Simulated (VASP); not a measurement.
# Ga11CoAs12 (a cell with a defect) in VASP: a series of runs, part 2 of 2

VASP 6.6.1. The steps go on from the part before.

## (3) Single point, PBEsol+U, collinear spin, ferromagnetic start

INCAR reads:

```
PREC = Accurate ; ENCUT = 350
EDIFF = 1E-5 ; ISMEAR = 0
SIGMA = 0.03 ; LREAL = Auto
LASPH = T ; NELM = 120
ALGO = Normal ; ISIF = 2
LWAVE = F ; LCHARG = F
ISPIN = 2 ; MAGMOM = 1 0 0 0 0 0 0 0 0 0 0 0 0 0 0 0 0 0 0 0 0 0 0 0
LORBIT = 11 ; LMAXMIX = 4
LDAU = T ; LDAUTYPE = 2
LDAUL = 2 -1 -1 ; LDAUU = 4 0 0
LDAUJ = 0 0 0 ; LDAUPRINT = 1
GGA = PS ; NBANDS = 128
NELECT = 213.0 ; ISYM = 0
KPAR = 2
```

KPOINTS reads:

```
regular mesh
0
Gamma
  2 2 2
```

POSCAR reads:

```
Ga11CoAs12                              
1.0
    0.0000000000      8.4805500000      8.4805500000
    5.6537000000      0.0000000000      5.6537000000
    5.6537000000      5.6537000000      0.0000000000
  Co              Ga              As            
     1    11    12
Direct
     0.0066925719835698    0.9937141185467731    0.9894075178121383
     0.0036149405823148    0.0067941455452569    0.4913116812925748
     0.0033673344709242    0.4960509051048852    0.0021427881071661
     0.0017799837581386    0.5010082665105793    0.4973441884264218
     0.3276748809062568    0.0058569081989590    0.0042469272995551
     0.3315651927990914    0.0029943060310894    0.4994590477142880
     0.3311341884067474    0.5006650630222826    0.0029131517956047
     0.3334153385035082    0.5004059489380128    0.4997878979066767
     0.6699969801383097    0.0057813565070796    0.0007096137014078
     0.6680206982003589    0.0045122537087470    0.4914820337227830
     0.6675722548175600    0.4945829207286274    0.0024512684305043
     0.6691179676252647    0.5009885932809828    0.4966091682727207
     0.0789957097931353    0.1211250389899975    0.1162352325616507
     0.0823352455479382    0.1255061397210186    0.6312194500384299
     0.0819289515241650    0.6350907659257327    0.1218327337501722
     0.0829839880786138    0.6288130416631634    0.6244662737167826
     0.4195627174620056    0.1246961481494373    0.1234522585659485
     0.4169722282742185    0.1246590307471648    0.6269219319906323
     0.4166092128854977    0.6283930309063548    0.1240086011379191
     0.4178141351967082    0.6253785724193148    0.6249934720285656
     0.7650135614896847    0.1207327416144646    0.1173605554850609
     0.7520679879726129    0.1250093059385999    0.6231419800877798
     0.7517734121089140    0.6279857925880502    0.1206706644783203
     0.7509015174744506    0.6267756052134359    0.6244545616769117
```

Potentials or basis: VASP PAW PBE potentials, release 64 (Co, Ga_d, As).

Command:

```
cat potpaw_PBE.64/Co/POTCAR potpaw_PBE.64/Ga_d/POTCAR potpaw_PBE.64/As/POTCAR > POTCAR
mpirun -np 4 vasp_std > vasp.out
```

It took 7.3 min on 4 MPI ranks of Intel Xeon Platinum 8488C (Sapphire Rapids), shared host; peak memory 0.54 GiB.

Results (log left out):

```
Free energy                                           : -104.3937 eV
Largest force                                         : 0.411 eV/Å
Net moment                                            : 3.00 μB per cell
Site moments                                          : Co +2.33; Ga +0.01, +0.02, +0.00 (each value once); As +0.05, +0.04, +0.00, +0.03, +0.01, +0.02 (each value once) μB
Valence electrons inside the program's atomic spheres : Co 8.12; Ga 11.68, 11.69 (each value once); As 2.85, 2.86, 2.84 (each value once)
```

Forces on the atoms (eV/Å):
```
Co   0.288  0.021 -0.005
Ga   0.012  0.052  0.106
Ga   0.018  0.110  0.044
Ga  -0.171  0.030  0.033
Ga  -0.031  0.007  0.010
Ga   0.020 -0.051 -0.018
Ga   0.006 -0.033 -0.048
Ga   0.035 -0.023 -0.012
Ga  -0.067 -0.022 -0.042
Ga   0.044  0.067 -0.019
Ga   0.033 -0.028  0.074
Ga   0.010 -0.009 -0.020
As   0.178  0.218  0.196
As  -0.285 -0.268  0.126
As  -0.266  0.131 -0.249
As   0.022  0.008  0.007
As   0.019  0.028  0.040
As  -0.051 -0.013  0.035
As  -0.045  0.027 -0.005
As   0.020  0.009  0.020
As   0.153 -0.234 -0.241
As   0.009 -0.008 -0.007
As   0.015  0.004 -0.006
As   0.034 -0.024 -0.016
```

Levels at points of the mesh, in eV from the Fermi level:
Spin up:
| k point | band 105 | band 106 | band 107 | band 108 | band 109 | band 110 | band 111 | band 112 |
| --- | --- | --- | --- | --- | --- | --- | --- | --- |
| (0.00, 0.00, 0.00) | -0.99 | -0.22 | -0.11 | -0.10 | 0.10 | 0.49 | 0.57 | 0.68 |
| (0.50, 0.00, 0.00) | -0.82 | -0.81 | -0.31 | -0.30 | 0.48 | 0.59 | 0.92 | 0.98 |
| (0.00, 0.50, 0.00) | -1.10 | -1.07 | -0.73 | -0.66 | 0.95 | 1.07 | 1.52 | 1.56 |
| (0.00, 0.00, 0.50) | -1.09 | -1.07 | -0.74 | -0.66 | 0.95 | 1.06 | 1.52 | 1.56 |
| (0.50, 0.00, 0.50) | -1.64 | -1.33 | -1.23 | -0.79 | 1.64 | 1.66 | 1.73 | 1.79 |
| (0.50, 0.50, 0.00) | -1.64 | -1.33 | -1.23 | -0.79 | 1.64 | 1.66 | 1.73 | 1.79 |
| (0.00, 0.50, 0.50) | -1.57 | -1.22 | -1.03 | -0.61 | 1.41 | 1.45 | 1.49 | 1.55 |
| (0.50, 0.50, 0.50) | -1.35 | -1.29 | -0.97 | -0.83 | 1.60 | 1.61 | 1.71 | 1.84 |
Spin down:
```csv
k point,band 102,band 103,band 104,band 105,band 106,band 107,band 108,band 109
"(0.00, 0.00, 0.00)",-1.24,-0.77,-0.70,-0.66,0.12,0.48,0.55,0.69
"(0.50, 0.00, 0.00)",-1.11,-1.10,-0.79,-0.79,0.27,0.56,0.64,0.82
"(0.00, 0.50, 0.00)",-1.35,-1.31,-1.05,-1.01,0.33,0.88,0.97,1.02
"(0.00, 0.00, 0.50)",-1.35,-1.31,-1.05,-1.01,0.32,0.88,0.97,1.02
"(0.50, 0.00, 0.50)",-1.69,-1.68,-1.38,-1.14,0.29,0.71,0.96,1.66
"(0.50, 0.50, 0.00)",-1.69,-1.68,-1.38,-1.14,0.30,0.71,0.96,1.65
"(0.00, 0.50, 0.50)",-1.66,-1.49,-1.27,-0.96,0.39,0.76,0.96,1.44
"(0.50, 0.50, 0.50)",-1.51,-1.48,-1.27,-1.23,0.34,0.73,0.93,1.63
```

Eigenvalues of the final occupation matrices:
```
    site  spin  trace               eigenvalues
site 1 d     1   4.74  0.94 0.94 0.95 0.96 0.96
site 1 d     2   2.50  0.21 0.22 0.23 0.92 0.92
```

Caveat: the k points lie up to 0.48 Å⁻¹ apart; the cell is charged against a uniform background, so pressure and absolute levels hang on convention; the PAW data sets were made with another functional, which shifts forces and pressure a little; the U is typed as a test and isn't derived for this compound.

## (4) Single point, PBEsol+U, collinear spin, ferromagnetic start

INCAR reads:

```
PREC = Accurate ; ENCUT = 350
EDIFF = 1E-5 ; ISMEAR = 0
SIGMA = 0.03 ; LREAL = Auto
LASPH = T ; NELM = 120
ALGO = Normal ; ISIF = 2
LWAVE = F ; LCHARG = F
ISPIN = 2 ; MAGMOM = 1 0 0 0 0 0 0 0 0 0 0 0 0 0 0 0 0 0 0 0 0 0 0 0
LORBIT = 11 ; NUPDOWN = 1
LMAXMIX = 4 ; LDAU = T
LDAUTYPE = 2 ; LDAUL = 2 -1 -1
LDAUU = 6 0 0 ; LDAUJ = 0 0 0
LDAUPRINT = 1 ; GGA = PS
NBANDS = 128 ; NELECT = 213.0
ISYM = 0 ; KPAR = 2
```

KPOINTS is that of step 3.

POSCAR is that of step 3.

Potentials or basis: VASP PAW PBE potentials, release 64 (Co, Ga_d, As).

Command:

```
cat potpaw_PBE.64/Co/POTCAR potpaw_PBE.64/Ga_d/POTCAR potpaw_PBE.64/As/POTCAR > POTCAR
mpirun -np 4 vasp_std > vasp.out
```

OUTCAR:

```text
PREC = Accurate
   ENCUT = 350
   EDIFF = 1E-5
   ISMEAR = 0
   LREAL = Auto
   LASPH = T
   NELM = 120
   ISIF = 2
   ISPIN = 2
   LORBIT = 11
   NUPDOWN = 1
   GGA = PS
   NELECT = 213.0
   ISYM = 0

 ion  position               nearest neighbor table
   1  0.007  0.994  0.989-  14 2.34  15 2.34  21 2.37  13 2.37
   2  0.004  0.007  0.491-  13 2.45  14 2.46  22 2.46  16 2.47
   3  0.003  0.496  0.002-  13 2.45  15 2.46  23 2.46  16 2.47
   4  0.002  0.501  0.497-  14 2.45  15 2.45  24 2.46  16 2.46
   5  0.328  0.006  0.004-  13 2.44  17 2.46  18 2.46  19 2.46
   6  0.332  0.003  0.499-  14 2.44  17 2.46  18 2.46  20 2.47
[... 2202 lines left out ...]
      5.64439      2.82693      2.84765        -0.054490     -0.005272      0.004221
      0.05712      2.80287      2.81198        -0.004888     -0.019338     -0.020132
      2.84072      5.63565      2.82878         0.036814     -0.023389     -0.016739
[... 16 lines left out ...]
      4.23268      7.05769      9.92590        -0.001003      0.007279     -0.005957
      7.07408      9.89854      9.91166         0.013979     -0.009598     -0.001339
 -----------------------------------------------------------------------------------
    total drift:                                0.009826     -0.003909      0.000891

  FREE ENERGIE OF THE ION-ELECTRON SYSTEM (eV)
  ---------------------------------------------------
  free  energy   TOTEN  =      -103.2380354324 eV

  energy  without entropy=     -103.2355031808  energy(sigma->0) =     -103.23676931

 total charge

# of ion       s       p       d       tot
------------------------------------------
    1        0.416   0.427   7.449   8.292
    2        0.889   0.801   9.990  11.679
    3        0.888   0.803   9.990  11.681
    4        0.892   0.802   9.992  11.685
    5        0.886   0.811   9.992  11.689
    6        0.884   0.812   9.992  11.688
[... 16 lines left out ...]
   23        1.211   1.601   0.030   2.843
   24        1.213   1.602   0.030   2.844
--------------------------------------------------
tot         24.747  28.433 117.748 170.927

 magnetization (x)

# of ion       s       p       d       tot
------------------------------------------
    1        0.016   0.001   1.716   1.734
    2       -0.001  -0.008  -0.003  -0.013
    3       -0.000  -0.008  -0.003  -0.012
    4       -0.005  -0.007  -0.005  -0.018
    5        0.001  -0.000  -0.002  -0.002
    6       -0.001   0.002  -0.002  -0.001
[... 16 lines left out ...]
   23       -0.004  -0.009  -0.000  -0.013
   24       -0.006  -0.007  -0.000  -0.013
--------------------------------------------------
tot         -0.067  -0.403   1.696   1.226
```

stdout:

```text
POSCAR found type information on POSCAR CoGaAs
 POSCAR found :  3 types and      24 ions
 scaLAPACK will be used
 -----------------------------------------------------------------------------
|                                                                             |
|                                                                             |
|     You enforced a specific xc type in the INCAR file but a different       |
|     I HOPE YOU KNOW WHAT YOU ARE DOING!                                     |
|                                                                             |
 -----------------------------------------------------------------------------

 LDA part: xc-table for (Slater+PW92), standard interpolation
 POSCAR, INCAR and KPOINTS ok, starting setup
 FFT: planning ... GRIDC
 FFT: planning ... GRID_SOFT
 FFT: planning ... GRID
 WAVECAR not read
 entering main loop
 the old and the new charge density differ
 old charge density:   212.00000 new  213.00000
BRMIX: very serious problems
 the old and the new charge density differ
 old charge density:   212.00000 new  213.00000
    0.125E+01
```

Wall time 13 min (4 MPI ranks of Intel Xeon Platinum 8488C (Sapphire Rapids), shared host); peak memory 0.53 GiB.

What came out:

```
Free energy                                           : -103.2380 eV
Largest force                                         : 0.253 eV/Å
Net moment                                            : 1.00 μB per cell
Site moments                                          : Co +1.73; Ga -0.01, -0.02, -0.00 (each value once); As -0.08, -0.09, -0.02, -0.01, -0.04 (each value once) μB
Valence electrons inside the program's atomic spheres : Co 8.29; Ga 11.68, 11.69 (each value once); As 2.83, 2.84, 2.85 (each value once)
```

Forces on the atoms (eV/Å):
```
Co   0.008 -0.025 -0.011
Ga   0.029  0.016  0.025
Ga   0.033  0.038  0.008
Ga  -0.054 -0.005  0.004
Ga  -0.005 -0.019 -0.020
Ga   0.037 -0.023 -0.017
Ga   0.022 -0.031 -0.027
Ga   0.010 -0.005  0.006
Ga   0.022  0.012 -0.012
Ga   0.009 -0.034  0.009
Ga  -0.003  0.002 -0.028
Ga   0.014  0.004 -0.005
As   0.100  0.139  0.111
As  -0.178 -0.119  0.135
As  -0.150  0.149 -0.118
As   0.001  0.005  0.005
As  -0.022  0.009  0.025
As  -0.015  0.002  0.009
As  -0.008  0.001  0.011
As   0.011  0.000  0.012
As   0.135 -0.103 -0.113
As  -0.009 -0.009 -0.002
As  -0.001  0.007 -0.006
As   0.014 -0.010 -0.001
```

Eigenvalues of the final occupation matrices:
```tsv
site	spin	trace	eigenvalues
site 1 d	1	4.60	0.87 0.92 0.93 0.93 0.95
site 1 d	2	2.88	0.08 0.08 0.89 0.91 0.91
```

Caveat: the k points lie up to 0.48 Å⁻¹ apart; the cell is charged against a uniform background, so pressure and absolute levels hang on convention; the PAW data sets were made with another functional, which shifts forces and pressure a little; the total moment is fixed, so each spin has its own Fermi level; the U is typed as a test and isn't derived for this compound.

## (5) Single point, PBEsol+U, collinear spin, ferromagnetic start

INCAR: that of step 4 with these lines changed.

```diff
@@ -10,5 +10,5 @@
 LDAUTYPE = 2 ; LDAUL = 2 -1 -1
-LDAUU = 6 0 0 ; LDAUJ = 0 0 0
+LDAUU = 4 0 0 ; LDAUJ = 0 0 0
 LDAUPRINT = 1 ; GGA = PS
 NBANDS = 128 ; NELECT = 213.0
-ISYM = 0 ; KPAR = 2
+ISYM = 0 ; KPAR = 4
```

KPOINTS reads:

```
regular mesh
0
Gamma
  2 3 3
```

POSCAR is that of step 4.

Command:

```
cat potpaw_PBE.64/Co/POTCAR potpaw_PBE.64/Ga_d/POTCAR potpaw_PBE.64/As/POTCAR > POTCAR
mpirun -np 4 vasp_std > vasp.out
```

It took 14 min on 4 MPI ranks of Intel Xeon Platinum 8488C (Sapphire Rapids), shared host; peak memory 0.98 GiB.

Results (log left out):

```
Free energy                                           : -104.6103 eV
Largest force                                         : 0.600 eV/Å
Net moment                                            : 1.00 μB per cell
Site moments                                          : Co +1.48; Ga -0.01, +0.00 (each value once); As -0.06, -0.01, -0.02 (each value once) μB
Valence electrons inside the program's atomic spheres : Co 8.26; Ga 11.68, 11.69 (each value once); As 2.82, 2.83, 2.84 (each value once)
```

Forces in eV/Å, atoms in the order of the input:
```
Co   0.051  0.330  0.312
Ga   0.038  0.048 -0.059
Ga   0.043 -0.057  0.040
Ga   0.005  0.013  0.015
Ga  -0.069  0.007  0.009
Ga   0.027 -0.013 -0.002
Ga   0.014 -0.016 -0.010
Ga   0.026 -0.013 -0.003
Ga  -0.019  0.034  0.015
Ga   0.010  0.002  0.020
Ga  -0.001  0.011  0.008
Ga   0.010  0.011  0.001
As  -0.412 -0.296 -0.321
As   0.182  0.325 -0.365
As   0.195 -0.354  0.338
As   0.010  0.002 -0.001
As   0.025 -0.040 -0.026
As  -0.008 -0.018 -0.012
As  -0.002 -0.021 -0.009
As   0.020 -0.010  0.002
As  -0.146  0.059  0.055
As  -0.015  0.006 -0.016
As  -0.009 -0.005  0.008
As   0.026 -0.007  0.001
```

Eigenvalues of the final occupation matrices:
| site | spin | trace | eigenvalues |
| --- | --- | --- | --- |
| site 1 d | 1 | 4.46 | 0.84 0.85 0.92 0.92 0.93 |
| site 1 d | 2 | 3.00 | 0.13 0.53 0.56 0.89 0.89 |

Caveat: the cell is charged against a uniform background, so pressure and absolute levels hang on convention; the PAW data sets were made with another functional, which shifts forces and pressure a little; the total moment is fixed, so each spin has its own Fermi level; the U is typed as a test and isn't derived for this compound. The state reached can hang on the start; a lower one may exist.

## (6) Single point, PBEsol+U, collinear spin, ferromagnetic start

INCAR reads:

```
PREC = Accurate ; ENCUT = 350
EDIFF = 1E-5 ; ISMEAR = 0
SIGMA = 0.03 ; LREAL = Auto
LASPH = T ; NELM = 120
ALGO = Normal ; ISIF = 2
LWAVE = F ; LCHARG = F
ISPIN = 2 ; MAGMOM = 3 0 0 0 0 0 0 0 0 0 0 0 0 0 0 0 0 0 0 0 0 0 0 0
LORBIT = 11 ; NUPDOWN = 3
LMAXMIX = 4 ; LDAU = T
LDAUTYPE = 2 ; LDAUL = 2 -1 -1
LDAUU = 4 0 0 ; LDAUJ = 0 0 0
LDAUPRINT = 1 ; GGA = PS
NBANDS = 128 ; NELECT = 213.0
ISYM = 0 ; KPAR = 2
```

KPOINTS reads:

```
regular mesh
0
Gamma
  2 2 2
```

POSCAR is that of step 5.

Potentials or basis: VASP PAW PBE potentials, release 64 (Co, Ga_d, As).

Command:

```
cat potpaw_PBE.64/Co/POTCAR potpaw_PBE.64/Ga_d/POTCAR potpaw_PBE.64/As/POTCAR > POTCAR
mpirun -np 4 vasp_std > vasp.out
```

Wall time 5.4 min (4 MPI ranks of Intel Xeon Platinum 8488C (Sapphire Rapids), shared host); peak memory 0.53 GiB.

It converged, with:

| Quantity | Value |
| --- | --- |
| Free energy | -104.3938 eV |
| Largest force | 0.407 eV/Å |
| Net moment | 3.00 μB per cell |
| Site moments | Co +2.33; Ga +0.01, +0.02, +0.00 (each value once); As +0.05, +0.04, +0.00, +0.03, +0.01, +0.02 (each value once) μB |
| Valence electrons inside the program's atomic spheres | Co 8.13; Ga 11.68, 11.69 (each value once); As 2.85, 2.86, 2.84 (each value once) |

Forces in eV/Å, atoms in the order of the input:
```
Co   0.289  0.020 -0.006
Ga   0.012  0.052  0.105
Ga   0.018  0.108  0.043
Ga  -0.168  0.029  0.033
Ga  -0.032  0.008  0.010
Ga   0.019 -0.049 -0.018
Ga   0.006 -0.033 -0.047
Ga   0.035 -0.023 -0.012
Ga  -0.068 -0.022 -0.042
Ga   0.045  0.068 -0.019
Ga   0.033 -0.028  0.075
Ga   0.010 -0.009 -0.020
As   0.177  0.217  0.194
As  -0.283 -0.266  0.124
As  -0.264  0.129 -0.247
As   0.022  0.008  0.007
As   0.019  0.028  0.040
As  -0.051 -0.013  0.035
As  -0.045  0.027 -0.005
As   0.020  0.009  0.020
As   0.150 -0.232 -0.239
As   0.009 -0.009 -0.007
As   0.015  0.004 -0.006
As   0.034 -0.024 -0.016
```

Eigenvalues of the final occupation matrices:
```csv
site,spin,trace,eigenvalues
site 1 d,1,4.74,0.94 0.94 0.95 0.96 0.96
site 1 d,2,2.50,0.21 0.22 0.23 0.92 0.92
```

Caveat: the k points lie up to 0.48 Å⁻¹ apart; the cell is charged against a uniform background, so pressure and absolute levels hang on convention; the PAW data sets were made with another functional, which shifts forces and pressure a little; the total moment is fixed, so each spin has its own Fermi level; the U is typed as a test and isn't derived for this compound. The state reached can hang on the start; a lower one may exist.

## (7) Summary

| task | U | fixed moment (μB) | cell | k mesh | moment (μB) | largest force (eV/Å) |
| --- | --- | --- | --- | --- | --- | --- |
| relaxation of the atoms | Co d U = 4 eV | 1 | atoms relaxed, atomic positions A | 2 × 2 × 2 | 1.00 | 0.03 |
| single point | Co d U = 4 eV | - | as given, atomic positions B | 2 × 2 × 2 | 3.00 | 0.41 |
| single point | Co d U = 6 eV | 1 | as given, atomic positions B | 2 × 2 × 2 | 1.00 | 0.25 |
| single point | Co d U = 4 eV | 1 | as given, atomic positions B | 2 × 3 × 3 | 1.00 | 0.60 |
| single point | Co d U = 4 eV | 3 | as given, atomic positions B | 2 × 2 × 2 | 3.00 | 0.41 |

Alike in all rows: level PBEsol+U; potentials or basis VASP PAW PBE potentials, release 64 (Co, Ga_d, As); spin collinear, ferromagnetic start; cutoff (eV) 350; smearing gaussian 0.03 eV.

Caveats: some runs use coarse meshes; the cell is charged against a uniform background, so pressure and absolute levels hang on convention; the PAW data sets were made with another functional, which shifts forces and pressure a little; the U is typed as a test and isn't derived for this compound; the total moment is fixed, so each spin has its own Fermi level (at least some runs).

Absolute energies hang on the potentials; compare differences alone.
